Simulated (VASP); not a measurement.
# Sn (I4_1/amd) in VASP: notebook

Sn is run at these levels: PBE; tasks: single point.

Everything below comes from runs of VASP 6.6.1. Logs are shortened: lines on timing, memory, paths and dates and some standing lists are left out, and cuts for length are marked.

### 1 The cell of the first run

The structure is tetragonal, space group I4_1/amd (No. 141). Conventional cell: a = 5.789 Å, b = 5.789 Å, c = 3.142 Å, α = 90.00°, β = 90.00°, γ = 90.00°. Within 3.9 Å of Sn (site symmetry -4m2) lie 10 Sn at 3.00 to 3.73 Å.

### 2 Single point, PBE

INCAR

```
PREC = Accurate ; ENCUT = 520
EDIFF = 1E-6 ; ISMEAR = -1
SIGMA = 0.1 ; LREAL = False
LASPH = True ; NELM = 100
ALGO = Normal ; ISIF = 2
LWAVE = False ; LCHARG = False
GGA = PE ; NBANDS = 21
```

KPOINTS

```
regular mesh
0
Gamma
  14 14 14
```

POSCAR

```
Sn
1.0
   -2.8945882038      2.8945882038      1.5710109885
    2.8945882038     -2.8945882038      1.5710109885
    2.8945882038      2.8945882038     -1.5710109885
Sn
2
Direct
   -0.3750000000     -0.1250000000     -0.2500000000
    0.3750000000      0.1250000000      0.2500000000
```

Potentials or basis: VASP PAW PBE potentials, release 64 (Sn_d).

On the command line:

```console
cat potpaw_PBE.64/Sn_d/POTCAR > POTCAR
mpirun -np 1 vasp_std > vasp.out
```

OUTCAR:

```text
PREC = Accurate
   ENCUT = 520
   EDIFF = 1E-6
   ISMEAR = -1
   LREAL = False
   LASPH = True
   NELM = 100
   ISIF = 2
   GGA = PE

 ion  position               nearest neighbor table
   1  0.625  0.875  0.750-   2 3.00   2 3.00   2 3.00   2 3.00   2 3.73   2 3.73   2 3.73   2 3.73

   2  0.375  0.125  0.250-   1 3.00   1 3.00   1 3.00   1 3.00   1 3.73   1 3.73   1 3.73   1 3.73

  LATTYP: Found a body centered tetragonal cell.
 ALAT       =     5.7891764076
 C/A-ratio  =     0.5427407555

  Lattice vectors:

 A1 = (  -2.8945882038,   2.8945882038,   1.5710109885)
 A2 = (   2.8945882038,  -2.8945882038,   1.5710109885)
 A3 = (   2.8945882038,   2.8945882038,  -1.5710109885)

Analysis of symmetry for initial positions (statically):
=====================================================================
 Subroutine PRICEL returns:
 Original cell was already a primitive cell.

 Routine SETGRP: Setting up the symmetry group for a
 body centered tetragonal supercell.

 Subroutine GETGRP returns: Found 16 space group operations
 (whereof  4 operations were pure point group operations)
 out of a pool of 16 trial point group operations.

The static configuration has the point symmetry C_2h.
 The point group associated with its full space group is D_4h.

Analysis of symmetry for dynamics (positions and initial velocities):
=====================================================================
 Subroutine PRICEL returns:
 Original cell was already a primitive cell.

 Routine SETGRP: Setting up the symmetry group for a
 body centered tetragonal supercell.

 Subroutine GETGRP returns: Found 16 space group operations
 (whereof  4 operations were pure point group operations)
 out of a pool of 16 trial point group operations.

The dynamic configuration has the point symmetry C_2h.
 The point group associated with its full space group is D_4h.

 Subroutine INISYM returns: Found 16 space group operations
 (whereof  4 operations are pure point group operations),
 and found     1 'primitive' translations

----------------------------------------------------------------------------------------

                                     Primitive cell

  volume of cell :      52.6517

  direct lattice vectors                    reciprocal lattice vectors
    -2.894588204  2.894588204  1.571010989     0.000000000  0.172736142  0.318266393
     2.894588204 -2.894588204  1.571010989     0.172736142  0.000000000  0.318266393
     2.894588204  2.894588204 -1.571010989     0.172736142  0.172736142  0.000000000

  length of vectors
     4.384672994  4.384672994  4.384672994     0.362120521  0.362120521  0.244285795

  position of ions in fractional coordinates (direct lattice)
     0.625000000  0.875000000  0.750000000
     0.375000000  0.125000000  0.250000000

  ion indices of the primitive-cell ions
   primitive index   ion index
                 1           1
                 2           2

----------------------------------------------------------------------------------------

 KPOINTS: regular mesh

Automatic generation of k-mesh.
 Grid dimensions read from file:
 generate k-points for:   14   14   14

 Generating k-lattice:

  Cartesian coordinates                     Fractional coordinates (reciprocal lattice)
     0.000000000  0.012338296  0.022733314     0.071428571  0.000000000  0.000000000
     0.012338296  0.000000000  0.022733314     0.000000000  0.071428571  0.000000000
     0.012338296  0.012338296  0.000000000     0.000000000  0.000000000  0.071428571

  Length of vectors
     0.025865751  0.025865751  0.017448985

  Shift w.r.t. Gamma in fractional coordinates (k-lattice)
     0.000000000  0.000000000  0.000000000

 Subroutine IBZKPT returns following result:
 ===========================================

 Found    244 irreducible k-points:

 Following reciprocal coordinates:
            Coordinates               Weight
  0.000000  0.000000  0.000000      1.000000
  0.071429  0.000000  0.000000      8.000000
  0.142857 -0.000000  0.000000      8.000000
  0.214286 -0.000000  0.000000      8.000000
  0.285714  0.000000  0.000000      8.000000
  0.357143 -0.000000  0.000000      8.000000
[... 16 lines left out ...]
  0.214286  0.142857  0.000000     16.000000
  0.285714  0.142857  0.000000     16.000000
 [... further k-points ...]
   k-points           NKPTS =    244   k-points in BZ     NKDIM =    244   number of bands    NBANDS=     21
   number of dos      NEDOS =    301   number of ions     NIONS =      2
   total plane-waves  NPLWV =  46656
   dimension x,y,z NGX =    36 NGY =   36 NGZ =   36
   dimension x,y,z NGXF=    72 NGYF=   72 NGZF=   72
   ions per type =               2
   NGX,Y,Z   is equivalent  to a cutoff of  13.65, 13.65, 13.65 a.u.
   NGXF,Y,Z  is equivalent  to a cutoff of  27.30, 27.30, 27.30 a.u.
 SYSTEM =  unknown system
   PREC   = accura    normal or accurate (medium, high low for compatibility)
   ISTART =      0    job   : 0-new  1-cont  2-samecut
   ICHARG =      2    charge: 1-file 2-atom 10-const
   ISPIN  =      1    spin polarized calculation?
   LNONCOLLINEAR =      F non collinear calculations
   LSORBIT =      F    spin-orbit coupling
   LASPH  =      T    aspherical Exc in radial PAW
   ENCUT  =  520.0 eV  38.22 Ry    6.18 a.u.   8.15  8.15  8.15*2*pi/ulx,y,z
   NELM   =    100;   NELMIN=  2; NELMDL= -5     # of ELM steps
   EDIFF  = 0.1E-05   stopping-criterion for ELM
   LREAL  =      F    real-space projection
   EDIFFG = 0.1E-04   stopping-criterion for IOM
   NSW    =      0    number of steps for IOM
   IBRION =     -1    ionic relax: 0-MD 1-quasi-New 2-CG
   NFREE  =      0    steps in history (QN), initial steepest desc. (CG)
   ISIF   =      2    stress and relaxation
   ISYM   =      2    0-nonsym 1-usesym 2-fastsym
   POTIM  = 0.5000    time-step for ionic-motion
   TEBEG  =    0.0;   TEEND  =   0.0 temperature during run
   PSTRESS=    0.0 pullay stress
   NELECT =      28.0000    total number of electrons
   NUPDOWN=      -1.0000    fix difference up-down
   EMIN   =  10.00;   EMAX   =-10.00  energy-range for DOS
   EFERMI =   0.00;   METHOD = LEGACY
   ISMEAR =    -1;   SIGMA  =   0.10  broadening in eV -4-tet -1-fermi 0-gaus
   EFERMI_NEDOS =   21; number of points for ismear=-14 and -15
   IALGO  =     38    algorithm
   IMIX   =      4    mixing-type and parameters
     AMIX     =   0.40;   BMIX     =  1.00
     AMIX_MAG =   1.60;   BMIX_MAG =  1.00
  volume/ion in A,a.u.               =      26.33       177.66
  Fermi-wavevector in a.u.,A,eV,Ry     =   1.326345  2.506429 23.935256  1.759192
  Thomas-Fermi vector in A             =   2.455739
   LORBIT       =      0    0 simple, 1 ext, 2 COOP (PROOUT), +10 PAW based schemes
   GGA     = PE    functional components
   LHFCALC =     F    Hartree Fock is set to
   AEXX    =    0.0000 exact exchange contribution
   IVDW    =     0    specifies the selected vdW correction
   LEPSILON=     F    determine dielectric tensor
   LRPA    =     F    only Hartree local field effects (RPA)
 non-spin polarized calculation
  energy-cutoff  :      520.00
  volume of cell :       52.65
 maximum number of plane-waves:      1438
 NGX is ok and might be reduce to    36
   NGX = 17   NGY = 17   NGZ = 17

 number of electron      28.0000012 magnetization

 Free energy of the ion-electron system (eV)
  ---------------------------------------------------
  ext. energy  EPLUGINS =         0.00000000
  ---------------------------------------------------
  free energy    TOTEN  =        -7.57100605 eV

  energy without entropy =       -7.53865103  energy(sigma->0) =       -7.55482854

 E-fermi :   8.3475     XC(G=0): -10.4490

 val. band max:        8.3427735005   @ k =   0.5000   0.4286   0.0000
 cond. band min:       8.3493392826   @ k =  -0.1429   0.5000   0.1429
 fundamental gap:      0.0065657821
 Fermi energy:         8.3474559053

 k-point     1 :       0.0000    0.0000    0.0000
  band No.  band energies     occupation
      1     -13.3474      2.00000
      2     -13.2572      2.00000
      3     -13.2124      2.00000
      4     -13.1993      2.00000
      5     -13.0304      2.00000
      6     -13.0304      2.00000
[... 13 lines left out ...]
     20      18.3218      0.00000
     21      19.0175      0.00000

 k-point     2 :       0.0714    0.0000    0.0000
  band No.  band energies     occupation
      1     -13.3439      2.00000
      2     -13.2457      2.00000
      3     -13.2083      2.00000
      4     -13.1857      2.00000
      5     -13.0392      2.00000
      6     -13.0382      2.00000
[... 13 lines left out ...]
     20      18.0535      0.00000
     21      18.1653      0.00000

 k-point     3 :       0.1429   -0.0000    0.0000
  band No.  band energies     occupation
      1     -13.3334      2.00000
      2     -13.2147      2.00000
      3     -13.1966      2.00000
      4     -13.1513      2.00000
      5     -13.0588      2.00000
      6     -13.0490      2.00000
[... 13 lines left out ...]
     20      16.8897      0.00000
     21      17.0387      0.00000

 k-point     4 :       0.2143   -0.0000    0.0000
  band No.  band energies     occupation
      1     -13.3171      2.00000
      2     -13.1800      2.00000
      3     -13.1765      2.00000
      4     -13.1201      2.00000
      5     -13.0827      2.00000
      6     -13.0458      2.00000
[... 13 lines left out ...]
     20      15.9757      0.00000
     21      16.8968      0.00000

 k-point     5 :       0.2857    0.0000    0.0000
  band No.  band energies     occupation
      1     -13.2990      2.00000
      2     -13.1640      2.00000
      3     -13.1515      2.00000
      4     -13.1218      2.00000
      5     -13.1034      2.00000
      6     -13.0562      2.00000
[... 13 lines left out ...]
     20      15.3291      0.00000
     21      17.4418      0.00000
[... 382 lines left out ...]
     20      18.6370      0.00000
     21      18.9834      0.00000

 k-point    22 :       0.1429    0.1429    0.0000
  band No.  band energies     occupation
      1     -13.3105      2.00000
      2     -13.1708      2.00000
      3     -13.1506      2.00000
      4     -13.1021      2.00000
      5     -13.0837      2.00000
      6     -13.0723      2.00000
[... 13 lines left out ...]
     20      15.7939      0.00000
     21      16.1370      0.00000

 k-point    23 :       0.2143    0.1429    0.0000
  band No.  band energies     occupation
      1     -13.2970      2.00000
      2     -13.1613      2.00000
      3     -13.1531      2.00000
      4     -13.1070      2.00000
      5     -13.1012      2.00000
      6     -13.0842      2.00000
[... 13 lines left out ...]
     20      15.5824      0.00000
     21      16.6225      0.00000

 k-point    24 :       0.2857    0.1429    0.0000
  band No.  band energies     occupation
      1     -13.2859      2.00000
      2     -13.1739      2.00000
      3     -13.1412      2.00000
      4     -13.1317      2.00000
      5     -13.0957      2.00000
      6     -13.0914      2.00000
[... 13 lines left out ...]
     20      15.9838      0.00000
     21      17.4986      0.00000

 [... further k-points ...]

------------------------ aborting loop because EDIFF is reached ----------------------------------------

  FORCE on cell =-STRESS in cart. coord.  units (eV):
  Direction    XX          YY          ZZ          XY          YZ          ZX
  --------------------------------------------------------------------------------------
  -------------------------------------------------------------------------------------
  Total        1.4185229      1.4185229      1.4202364      0.0000000     -0.0000000      0.0000000
  in kB       43.1652393     43.1652393     43.2173800      0.0000000     -0.0000000      0.0000000
  external PRESSURE =      43.1826196 kB  Pullay stress =       0.0000000 kB

 VOLUME and BASIS-vectors are now :
 -----------------------------------------------------------------------------
  energy-cutoff  :      520.00
  volume of cell :       52.65
      direct lattice vectors                 reciprocal lattice vectors
    -2.894588204  2.894588204  1.571010989     0.000000000  0.172736142  0.318266393
     2.894588204 -2.894588204  1.571010989     0.172736142  0.000000000  0.318266393
     2.894588204  2.894588204 -1.571010989     0.172736142  0.172736142  0.000000000

 POSITION                                       TOTAL-FORCE (eV/Angst)
 -----------------------------------------------------------------------------------
      2.89459      1.44729      1.17826         0.000000      0.000000     -0.000000
     -0.00000      1.44729      0.39275        -0.000000     -0.000000      0.000000
 -----------------------------------------------------------------------------------
    total drift:                               -0.000000     -0.000000      0.000000

  FREE ENERGIE OF THE ION-ELECTRON SYSTEM (eV)
  ---------------------------------------------------
  free  energy   TOTEN  =        -7.5710060468 eV

  energy  without entropy=       -7.5386510276  energy(sigma->0) =       -7.55482854
```

Run time: 2.9 min. Hardware: 1 thread of Intel Xeon 8259CL, shared host; peak memory 0.36 GiB.

Results:

```
Free energy            : -7.5710 eV
Pressure               : 4.3 GPa
Band gap on the k mesh : zero (bands 14 and 15 overlap by 4.18 eV)
```

Caveat: the cell stands under pressure; spin-orbit coupling is left out, which moves the levels of the heavy elements.

(Continued in part 2 of 2.)
